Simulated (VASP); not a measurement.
# Si: single point with r2SCAN

Crystal: Si.

```
Si
1.0
     2.64481    2.64481    0.00000
    -2.64481    2.64481    0.00000
     0.00000    2.64481    2.64481
Si
2
Cartesian
  -1.3224 3.9672 1.3224
  0.0000 0.0000 0.0000
```

```json
{
 "Program": "VASP 6.6.1",
 "Task": "single point",
 "Functional": "r2SCAN",
 "Potentials or basis": "VASP PAW PBE potentials, release 64 (Si)",
 "Cutoff": "520 eV",
 "k mesh": "8 × 8 × 8",
 "Occupations": "gaussian, width 0.01 eV",
 "Spin": "no spin polarisation",
 "Dipole correction": "no",
 "Further INCAR settings": "ALGO = Normal; EDIFF = 1e-06; NBANDS = 11"
}
```

```json
{"Pressure": "9.8 GPa", "Band gap on the k mesh": "0.68 eV, indirect (least direct gap 2.79 eV)"}
```

Levels at points of the mesh, in eV from the valence-band top:
| k point | band 1 | band 2 | band 3 | band 4 | band 5 | band 6 | band 7 | band 8 | band 9 |
| --- | --- | --- | --- | --- | --- | --- | --- | --- | --- |
| (0.00, 0.00, 0.00) | -13.11 | 0.00 | 0.00 | 0.00 | 2.79 | 2.79 | 2.79 | 4.99 | 8.16 |
| (0.50, 0.00, 0.00) | -10.44 | -7.67 | -1.35 | -1.35 | 2.19 | 3.54 | 3.54 | 8.47 | 11.38 |
| (0.50, 0.50, 0.00) | -8.44 | -8.44 | -3.24 | -3.24 | 0.76 | 0.76 | 11.62 | 11.62 | 11.89 |

It took 35 s on 1 thread of Intel Xeon 6975P-C (shared host), peak memory 0.15 GiB.

Caveat: the PAW data sets were made with another functional, which shifts forces and pressure a little. r2SCAN opens gaps a little over a GGA but as a rule still falls short of measured ones.
